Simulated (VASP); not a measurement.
# BN in VASP: notebook

BN is run at these levels: PBE; tasks: single point.

Everything below comes from runs of VASP 6.6.1. Logs are shortened: lines on timing, memory, paths and dates and some standing lists are left out, and cuts for length are marked.

## (1) The cell of the first run

The structure is cubic, space group F-43m (No. 216). Conventional cell: a = 3.625 Å, b = 3.625 Å, c = 3.625 Å, α = 90.00°, β = 90.00°, γ = 90.00°. Within 2.1 Å of B (site symmetry -43m) lie 4 N at 1.57 Å. Within 2.1 Å of N (site symmetry -43m) lie 4 B at 1.57 Å.

## (2) Single point, PBE

INCAR

```
  ALGO = Normal
  EDIFF = 1E-7
  ENCUT = 520
  GGA = PE
  ISIF = 2
  ISMEAR = 0
  LASPH = True
  LCHARG = True
  LELF = True
  LREAL = False
  LVHAR = True
  LWAVE = False
  NBANDS = 26
  NELM = 60
  PREC = Accurate
  SIGMA = 0.05
```

KPOINTS

```
k-points
0
Gamma
  6 6 6
```

POSCAR

```
BN
1.0
    3.6246970237      0.0000000000      0.0000000000
    0.0000000000     -3.6246970237      0.0000000000
    0.0000000000      0.0000000000     -3.6246970237
B N
4 4
Direct
    0.0000000000      0.0000000000      0.0000000000
    0.5000000000      0.5000000000      0.0000000000
    0.5000000000      0.0000000000      0.5000000000
    0.0000000000      0.5000000000      0.5000000000
    0.7500000000      0.7500000000      0.7500000000
    0.2500000000      0.2500000000      0.7500000000
    0.2500000000      0.7500000000      0.2500000000
    0.7500000000      0.2500000000      0.2500000000
```

Potentials or basis: VASP PAW PBE potentials, release 64 (B, N).

The run is started by

```sh
$ cat potpaw_PBE.64/B/POTCAR potpaw_PBE.64/N/POTCAR > POTCAR
$ mpirun -np 1 vasp_std > vasp.out
```

OUTCAR:

```text
EDIFF = 1E-7
   ENCUT = 520
   GGA = PE
   ISIF = 2
   ISMEAR = 0
   LASPH = True
   LREAL = False
   NELM = 60
   PREC = Accurate

 ion  position               nearest neighbor table
   1  0.000  0.000  0.000-   5 1.57   6 1.57   7 1.57   8 1.57
   2  0.500  0.500  0.000-   5 1.57   6 1.57   7 1.57   8 1.57
   3  0.500  0.000  0.500-   5 1.57   6 1.57   7 1.57   8 1.57
   4  0.000  0.500  0.500-   5 1.57   6 1.57   7 1.57   8 1.57
   5  0.750  0.750  0.750-   1 1.57   2 1.57   3 1.57   4 1.57
   6  0.250  0.250  0.750-   1 1.57   2 1.57   3 1.57   4 1.57
   7  0.250  0.750  0.250-   1 1.57   2 1.57   3 1.57   4 1.57
   8  0.750  0.250  0.250-   1 1.57   2 1.57   3 1.57   4 1.57

  LATTYP: Found a simple cubic cell.
 ALAT       =     3.6246970237

  Lattice vectors:

 A1 = (   3.6246970237,   0.0000000000,   0.0000000000)
 A2 = (   0.0000000000,  -3.6246970237,   0.0000000000)
 A3 = (   0.0000000000,   0.0000000000,  -3.6246970237)

Analysis of symmetry for initial positions (statically):
=====================================================================
 Subroutine PRICEL returns following result:

  LATTYP: Found a face centered cubic cell.
 ALAT       =     3.6246970237

  Lattice vectors:

 A1 = (   1.8123485119,   1.8123485119,   0.0000000000)
 A2 = (   1.8123485119,   0.0000000000,  -1.8123485118)
 A3 = (   0.0000000000,   1.8123485119,  -1.8123485119)

   4 primitive cells build up your supercell.

 Routine SETGRP: Setting up the symmetry group for a
 simple cubic supercell.

 Subroutine GETGRP returns: Found 24 space group operations
 (whereof 24 operations were pure point group operations)
 out of a pool of 48 trial point group operations.

The static configuration has the point symmetry T_d .

Analysis of symmetry for dynamics (positions and initial velocities):
=====================================================================
 Subroutine PRICEL returns following result:

  LATTYP: Found a face centered cubic cell.
 ALAT       =     3.6246970237

  Lattice vectors:

 A1 = (   1.8123485119,   1.8123485119,   0.0000000000)
 A2 = (   1.8123485119,   0.0000000000,  -1.8123485118)
 A3 = (   0.0000000000,   1.8123485119,  -1.8123485119)

   4 primitive cells build up your supercell.

 Routine SETGRP: Setting up the symmetry group for a
 simple cubic supercell.

 Subroutine GETGRP returns: Found 24 space group operations
 (whereof 24 operations were pure point group operations)
 out of a pool of 48 trial point group operations.

The dynamic configuration has the point symmetry T_d .

 Subroutine INISYM returns: Found 24 space group operations
 (whereof 24 operations are pure point group operations),
 and found     4 'primitive' translations

----------------------------------------------------------------------------------------

                                     Primitive cell

  volume of cell :      11.9057

  direct lattice vectors                    reciprocal lattice vectors
     1.812348512  1.812348512  0.000000000     0.275885127  0.275885127  0.275885127
     1.812348512  0.000000000 -1.812348512     0.275885127 -0.275885127 -0.275885127
     0.000000000  1.812348512 -1.812348512    -0.275885127  0.275885127 -0.275885127

  length of vectors
     2.563047845  2.563047845  2.563047845     0.477847058  0.477847058  0.477847058

  position of ions in fractional coordinates (direct lattice)
     0.000000000  0.000000000  0.000000000
     0.250000000  0.250000000  0.250000000

  ion indices of the primitive-cell ions
   primitive index   ion index
                 1           1
                 2           5

----------------------------------------------------------------------------------------

 KPOINTS: k-points

Automatic generation of k-mesh.
 Grid dimensions read from file:
 generate k-points for:    6    6    6

 Generating k-lattice:

  Cartesian coordinates                     Fractional coordinates (reciprocal lattice)
     0.045980855  0.000000000  0.000000000     0.166666667  0.000000000  0.000000000
     0.000000000 -0.045980855  0.000000000     0.000000000  0.166666667  0.000000000
     0.000000000  0.000000000 -0.045980855     0.000000000  0.000000000  0.166666667

  Length of vectors
     0.045980855  0.045980855  0.045980855

  Shift w.r.t. Gamma in fractional coordinates (k-lattice)
     0.000000000  0.000000000  0.000000000

 Subroutine IBZKPT returns following result:
 ===========================================

 Found     20 irreducible k-points:

 Following reciprocal coordinates:
            Coordinates               Weight
  0.000000  0.000000  0.000000      1.000000
  0.166667  0.000000  0.000000      6.000000
  0.333333  0.000000  0.000000      6.000000
  0.500000  0.000000  0.000000      3.000000
  0.166667  0.166667  0.000000     12.000000
  0.333333  0.166667  0.000000     24.000000
[... 12 lines left out ...]
  0.500000  0.500000  0.333333      6.000000
  0.500000  0.500000  0.500000      1.000000
   k-points           NKPTS =     20   k-points in BZ     NKDIM =     20   number of bands    NBANDS=     26
   number of dos      NEDOS =    301   number of ions     NIONS =      8
   total plane-waves  NPLWV =  21952
   dimension x,y,z NGX =    28 NGY =   28 NGZ =   28
   dimension x,y,z NGXF=    56 NGYF=   56 NGZF=   56
   ions per type =               4   4
   NGX,Y,Z   is equivalent  to a cutoff of  12.84, 12.84, 12.84 a.u.
   NGXF,Y,Z  is equivalent  to a cutoff of  25.68, 25.68, 25.68 a.u.
 SYSTEM =  unknown system
   PREC   = accura    normal or accurate (medium, high low for compatibility)
   ISTART =      0    job   : 0-new  1-cont  2-samecut
   ICHARG =      2    charge: 1-file 2-atom 10-const
   ISPIN  =      1    spin polarized calculation?
   LNONCOLLINEAR =      F non collinear calculations
   LSORBIT =      F    spin-orbit coupling
   LASPH  =      T    aspherical Exc in radial PAW
   ENCUT  =  520.0 eV  38.22 Ry    6.18 a.u.   6.74  6.74  6.74*2*pi/ulx,y,z
   NELM   =     60;   NELMIN=  2; NELMDL= -5     # of ELM steps
   EDIFF  = 0.1E-06   stopping-criterion for ELM
   LREAL  =      F    real-space projection
   EDIFFG = 0.1E-05   stopping-criterion for IOM
   NSW    =      0    number of steps for IOM
   IBRION =     -1    ionic relax: 0-MD 1-quasi-New 2-CG
   NFREE  =      0    steps in history (QN), initial steepest desc. (CG)
   ISIF   =      2    stress and relaxation
   ISYM   =      2    0-nonsym 1-usesym 2-fastsym
   POTIM  = 0.5000    time-step for ionic-motion
   TEBEG  =    0.0;   TEEND  =   0.0 temperature during run
   PSTRESS=    0.0 pullay stress
   NELECT =      32.0000    total number of electrons
   NUPDOWN=      -1.0000    fix difference up-down
   EMIN   =  10.00;   EMAX   =-10.00  energy-range for DOS
   EFERMI =   0.00;   METHOD = LEGACY
   ISMEAR =     0;   SIGMA  =   0.05  broadening in eV -4-tet -1-fermi 0-gaus
   EFERMI_NEDOS =   21; number of points for ismear=-14 and -15
   IALGO  =     38    algorithm
   IMIX   =      4    mixing-type and parameters
     AMIX     =   0.40;   BMIX     =  1.00
     AMIX_MAG =   1.60;   BMIX_MAG =  1.00
  volume/ion in A,a.u.               =       5.95        40.17
  Fermi-wavevector in a.u.,A,eV,Ry     =   1.433903  2.709684 27.974638  2.056078
  Thomas-Fermi vector in A             =   2.553370
   LORBIT       =      0    0 simple, 1 ext, 2 COOP (PROOUT), +10 PAW based schemes
   GGA     = PE    functional components
   LHFCALC =     F    Hartree Fock is set to
   AEXX    =    0.0000 exact exchange contribution
   IVDW    =     0    specifies the selected vdW correction
   LEPSILON=     F    determine dielectric tensor
   LRPA    =     F    only Hartree local field effects (RPA)
 non-spin polarized calculation
 Gauss-broadening in eV      SIGMA  =   0.05
  energy-cutoff  :      520.00
  volume of cell :       47.62
 maximum number of plane-waves:      1328
 NGX is ok and might be reduce to    28
   NGX = 13   NGY = 13   NGZ = 13

 number of electron      31.9999995 magnetization

 Free energy of the ion-electron system (eV)
  ---------------------------------------------------
  ext. energy  EPLUGINS =         0.00000000
  ---------------------------------------------------
  free energy    TOTEN  =       -69.80405815 eV

  energy without entropy =      -69.80405815  energy(sigma->0) =      -69.80405815

 E-fermi :   7.5743     XC(G=0): -12.7824

 val. band max:        7.3042870389   @ k =   0.0000   0.0000   0.0000
 cond. band min:      11.7551145909   @ k =   0.0000   0.0000   0.0000
 fundamental gap:      4.4508275519
 Fermi energy:         7.5742706744

 k-point     1 :       0.0000    0.0000    0.0000
  band No.  band energies     occupation
      1     -12.8353      2.00000
      2      -7.3006      2.00000
      3      -7.3006      2.00000
      4      -7.3006      2.00000
      5      -1.5589      2.00000
      6      -1.5589      2.00000
[... 18 lines left out ...]
     25      16.4904      0.00000
     26      17.5233      0.00000

 k-point     2 :       0.1667    0.0000    0.0000
  band No.  band energies     occupation
      1     -12.6114      2.00000
      2      -8.0585      2.00000
      3      -7.2289      2.00000
      4      -7.2289      2.00000
      5      -1.3721      2.00000
      6      -1.3721      2.00000
[... 18 lines left out ...]
     25      17.2616      0.00000
     26      18.1528      0.00000

 k-point     3 :       0.3333    0.0000    0.0000
  band No.  band energies     occupation
      1     -11.9496      2.00000
      2      -9.5058      2.00000
      3      -7.0768      2.00000
      4      -7.0768      2.00000
      5      -0.8385      2.00000
      6      -0.8385      2.00000
[... 456 lines left out ...]
 k-point    19 :       0.5000    0.5000    0.3333
  band No.  band energies     occupation
      1      -8.8143      2.00000
      2      -8.8143      2.00000
      3      -8.8143      2.00000
      4      -8.8143      2.00000
      5      -2.7682      2.00000
      6      -2.7682      2.00000
[... 18 lines left out ...]
     25      18.2797      0.00000
     26      18.2797      0.00000

 k-point    20 :       0.5000    0.5000    0.5000
  band No.  band energies     occupation
      1      -8.6564      2.00000
      2      -8.6564      2.00000
      3      -8.6564      2.00000
      4      -8.6564      2.00000
      5      -3.3121      2.00000
      6      -3.3121      2.00000
[... 18 lines left out ...]
     25      17.9658      0.00000
     26      17.9658      0.00000

------------------------ aborting loop because EDIFF is reached ----------------------------------------

  FORCE on cell =-STRESS in cart. coord.  units (eV):
  Direction    XX          YY          ZZ          XY          YZ          ZX
  --------------------------------------------------------------------------------------
  -------------------------------------------------------------------------------------
  Total        0.0683051      0.0683051      0.0683051     -0.0000000      0.0000000     -0.0000000
  in kB        2.2979933      2.2979933      2.2979933     -0.0000000      0.0000000     -0.0000000
  external PRESSURE =       2.2979933 kB  Pullay stress =       0.0000000 kB

 VOLUME and BASIS-vectors are now :
 -----------------------------------------------------------------------------
  energy-cutoff  :      520.00
  volume of cell :       47.62
      direct lattice vectors                 reciprocal lattice vectors
     3.624697024  0.000000000  0.000000000     0.275885127  0.000000000  0.000000000
     0.000000000 -3.624697024  0.000000000     0.000000000 -0.275885127  0.000000000
     0.000000000  0.000000000 -3.624697024     0.000000000  0.000000000 -0.275885127

 POSITION                                       TOTAL-FORCE (eV/Angst)
 -----------------------------------------------------------------------------------
      0.00000      0.00000      0.00000         0.000000     -0.000000     -0.000000
      1.81235     -1.81235      0.00000         0.000000     -0.000000     -0.000000
      1.81235      0.00000     -1.81235         0.000000     -0.000000     -0.000000
      0.00000     -1.81235     -1.81235         0.000000     -0.000000     -0.000000
      2.71852     -2.71852     -2.71852        -0.000000     -0.000000      0.000000
      0.90617     -0.90617     -2.71852         0.000000      0.000000      0.000000
      0.90617     -2.71852     -0.90617        -0.000000      0.000000      0.000000
      2.71852     -0.90617     -0.90617         0.000000      0.000000     -0.000000
 -----------------------------------------------------------------------------------
    total drift:                                0.000000     -0.000000     -0.000000

  FREE ENERGIE OF THE ION-ELECTRON SYSTEM (eV)
  ---------------------------------------------------
  free  energy   TOTEN  =       -69.8040581466 eV

  energy  without entropy=      -69.8040581466  energy(sigma->0) =      -69.80405815
```

Run time: 28 s. Hardware: 1 thread of Intel Xeon 6975P-C, shared host; peak memory 0.15 GiB.

Results:

```
Free energy            : -69.8041 eV
Pressure               : 0.2 GPa
Band gap on the k mesh : 4.45 eV
```

Levels at points of the mesh, in eV from the valence-band top:
| k point | band 14 | band 15 | band 16 | band 17 | band 18 | band 19 |
| --- | --- | --- | --- | --- | --- | --- |
| (0.00, 0.00, 0.00) | 0.00 | 0.00 | 0.00 | 4.45 | 4.45 | 4.45 |
| (0.50, 0.00, 0.00) | -2.99 | -2.99 | -2.99 | 6.76 | 6.76 | 9.56 |
| (0.50, 0.50, 0.00) | -2.08 | -2.08 | -2.08 | 9.68 | 9.68 | 9.68 |
| (0.50, 0.50, 0.50) | -1.93 | -1.93 | -1.93 | 10.04 | 10.04 | 10.04 |

A k mesh can miss the band edges. As with any semilocal functional, this PBE gap is likely too small.

## (3) Single point, PBE (strained)

INCAR

```
PREC = Accurate ; ENCUT = 520
EDIFF = 1E-6 ; ISMEAR = 0
SIGMA = 0.02 ; LREAL = False
LASPH = True ; NELM = 80
ALGO = Normal ; ISIF = 2
LWAVE = False ; LCHARG = False
GGA = PE ; NBANDS = 11
```

KPOINTS

```
Automatic mesh
0
Gamma
  12 12 12
```

POSCAR

```
BN
1.0
    0.0000000000      1.8977950568      1.8977950568
    1.8977950568      0.0000000000      1.8977950568
    1.8977950568      1.8977950568      0.0000000000
B N
1 1
Direct
    0.0000000000      0.0000000000      0.0000000000
    0.7500000000      0.7500000000      0.7500000000
```

Potentials or basis: VASP PAW PBE potentials, release 64 (B, N).

The run is started by

```sh
$ cat potpaw_PBE.64/B/POTCAR potpaw_PBE.64/N/POTCAR > POTCAR
$ mpirun -np 1 vasp_std > vasp.out
```

Wall time 5.6 s (1 thread of Intel Xeon 6975P-C, shared host); peak memory 0.12 GiB.

The run converged. Its results:

| Item | Value |
| --- | --- |
| Free energy | -17.2106 eV |
| Pressure | -39.8 GPa |
| Band gap on the k mesh | 4.29 eV, indirect (least direct gap 8.07 eV) |

Levels at points of the mesh, in eV from the valence-band top:
```
           k point  band 2  band 3  band 4  band 5  band 6  band 7
(0.00, 0.00, 0.00)    0.00    0.00    0.00    8.07    8.13    8.13
(0.50, 0.00, 0.00)   -9.43   -1.68   -1.68    8.32    9.89    9.89
(0.50, 0.50, 0.00)   -8.03   -4.23   -4.23    4.29    8.39   15.78
```

Caveat: the cell differs from its parent crystal (strained). A k mesh can miss the band edges.

## (4) Single point, PBE (strained)

INCAR

```
PREC = Accurate ; ENCUT = 520
EDIFF = 1E-6 ; ISMEAR = 0
SIGMA = 0.02 ; LREAL = F
LASPH = T ; NELM = 80
ALGO = Normal ; ISIF = 2
LWAVE = F ; LCHARG = T
GGA = PE ; LELF = T
LVHAR = T ; NBANDS = 11
```

KPOINTS

```
regular mesh
0
Gamma
  12 12 12
```

POSCAR

```
BN
1.0
    0.0000000000      1.7113279039      1.7113279039
    1.8201079639      0.0000000000      1.7113279039
    1.8201079639      1.7113279039      0.0000000000
B N
1 1
Direct
    0.0000000000      0.0000000000      0.0000000000
    0.7500000000      0.7500000000      0.7500000000
```

The run is started by

```sh
$ cat potpaw_PBE.64/B/POTCAR potpaw_PBE.64/N/POTCAR > POTCAR
$ mpirun -np 1 vasp_std > vasp.out
```

Wall time 9.7 s (1 thread of Intel Xeon 6975P-C, shared host); peak memory 0.13 GiB.

Results (log left out):

```yaml
Free_energy: -17.2064 eV
Pressure: 50.7 GPa
Band_gap_on_the_k_mesh: 3.95 eV, indirect (least direct gap 8.96 eV)
```

Stress tensor (GPa, compression positive):
```
20.43  0.00  0.00
 0.00 65.86  0.00
 0.00  0.00 65.86
```

Levels at points of the mesh, in eV from the valence-band top:
```csv
k point,band 1,band 2,band 3,band 4,band 5,band 6,band 7,band 8
"(0.00, 0.00, 0.00)",-21.68,-0.72,0.00,0.00,8.96,8.96,9.41,11.80
"(0.50, 0.00, 0.00)",-16.95,-11.90,-2.92,-1.83,9.71,11.43,12.21,16.10
"(0.50, 0.50, 0.00)",-15.17,-9.53,-5.96,-5.93,3.95,9.08,18.63,19.72
"(0.00, 0.50, 0.50)",-15.99,-10.48,-5.04,-5.04,5.15,10.58,19.16,19.16
```

Caveat: the cell differs from its parent crystal (strained).

## (5) Single point, PBE (strained)

INCAR

```
SYSTEM = BN
PREC = Accurate
ENCUT = 520
EDIFF = 1E-6
ISMEAR = 0
SIGMA = 0.02
LREAL = .FALSE.
LASPH = .TRUE.
NELM = 60
ALGO = Normal
ISIF = 2
LWAVE = .FALSE.
LCHARG = .TRUE.
GGA = PE
LELF = .TRUE.
LVHAR = .TRUE.
NBANDS = 11
```

KPOINTS

```
Automatic mesh
0
G
  12 12 12
  0 0 0
```

POSCAR

```
BN
1.0
    0.0000000000      1.7290953137      1.7562903287
    1.7562903287      0.0000000000      1.7562903287
    1.7562903287      1.7290953137      0.0000000000
B N
1 1
Direct
    0.0000000000      0.0000000000      0.0000000000
    0.7500000000      0.7500000000      0.7500000000
```

The run is started by

```sh
$ cat potpaw_PBE.64/B/POTCAR potpaw_PBE.64/N/POTCAR > POTCAR
$ mpirun -np 1 vasp_std > vasp.out
```

Wall time 9 s (1 thread of Intel Xeon 6975P-C, shared host); peak memory 0.13 GiB.

The run converged. Its results:

```
Free energy            : -17.2650 eV
Pressure               : 50.5 GPa
Band gap on the k mesh : 4.25 eV, indirect (least direct gap 9.13 eV)
```

Stress tensor (GPa, compression positive):
```
47.07  0.00  0.00
 0.00 57.33  0.00
 0.00  0.00 47.07
```

Levels at points of the mesh, in eV from the valence-band top:
```
           k point  band 1  band 2  band 3  band 4  band 5  band 6  band 7  band 8
(0.00, 0.00, 0.00)  -21.54   -0.16   -0.16    0.00    9.13    9.24    9.24   11.95
(0.50, 0.00, 0.00)  -16.82  -11.77   -2.38   -2.12   11.03   11.06   11.65   16.20
(0.50, 0.50, 0.00)  -15.38   -9.80   -5.46   -5.45    4.56    9.82   19.27   19.54
(0.50, 0.00, 0.50)  -15.18   -9.55   -5.69   -5.69    4.25    9.44   19.45   19.45
```

Caveat: the cell differs from its parent crystal (strained). A k mesh can miss the band edges.

## (6) Summary

```csv
cell,k mesh,smearing,gap on the mesh (eV),pressure (GPa)
"a = 3.625 Å, 8 atoms",6 × 6 × 6,gaussian 0.05 eV,4.45,0.2
"a = 2.684 Å, angles 60.0°, 2 atoms",12 × 12 × 12,gaussian 0.02 eV,4.29,-39.8
"a = 2.420, b = 2.498, c = 2.498 Å, angles 57.9, 61.0, 61.0°, 2 atoms",12 × 12 × 12,gaussian 0.02 eV,3.95,50.7
"a = 2.465, b = 2.484 Å, angles 59.7, 60.5, 59.7°, 2 atoms",12 × 12 × 12,gaussian 0.02 eV,4.25,50.5
```

Alike in all rows: task single point; level PBE; potentials or basis VASP PAW PBE potentials, release 64 (B, N); no spin polarisation; cutoff (eV) 520.

Absolute energies hang on the potentials; compare differences alone.
